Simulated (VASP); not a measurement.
A run of VASP 6.6.1:

File POSCAR:

```
NbB2
1.0
    3.0432796352      0.0000000000      0.0000000000
   -1.5216398176      2.6355574749      0.0000000000
    0.0000000000      0.0000000000      3.2531599097
Nb B
1 2
Direct
    0.0000000000      0.0000000000      0.0000000000
    0.3333333333      0.6666666667      0.5000000000
    0.6666666667      0.3333333333      0.5000000000
```

INCAR.step1

```
SYSTEM = NbB2
PREC = Accurate
ENCUT = 520
ISMEAR = -1
SIGMA = 0.1
LREAL = .FALSE.
LASPH = .TRUE.
NELM = 80
NBANDS = 16
GGA = PE
ALGO = Normal
EDIFF = 1E-4
LWAVE = .TRUE.
LCHARG = .FALSE.
```

INCAR.step2

```
SYSTEM = NbB2
PREC = Accurate
ENCUT = 520
EDIFF = 1E-6
ISMEAR = -1
SIGMA = 0.1
LREAL = .FALSE.
LASPH = .TRUE.
NELM = 80
ALGO = Normal
ISIF = 2
LWAVE = .FALSE.
LCHARG = .FALSE.
METAGGA = R2SCAN
LMIXTAU = .TRUE.
NBANDS = 16
ISTART = 1
```

File KPOINTS:

```
Automatic mesh
0
G
  9 9 7
  0 0 0
```

Potentials or basis: VASP PAW PBE potentials, release 64 (Nb_sv, B).

Launch:

```sh
$ cat potpaw_PBE.64/Nb_sv/POTCAR potpaw_PBE.64/B/POTCAR > POTCAR
$ cp INCAR.step1 INCAR
$ mpirun -np 1 vasp_std > vasp.out
$ cp INCAR.step2 INCAR
$ mpirun -np 1 vasp_std > vasp.out
```

Hardware: 1 thread of Intel Xeon 8259CL (shared host).

**Question.** How long does it take, and how much memory?

**Answer.** Wall time 100 s on 1 thread of Intel Xeon 8259CL (shared host), peak memory 0.15 GiB. Counts: k points 48.
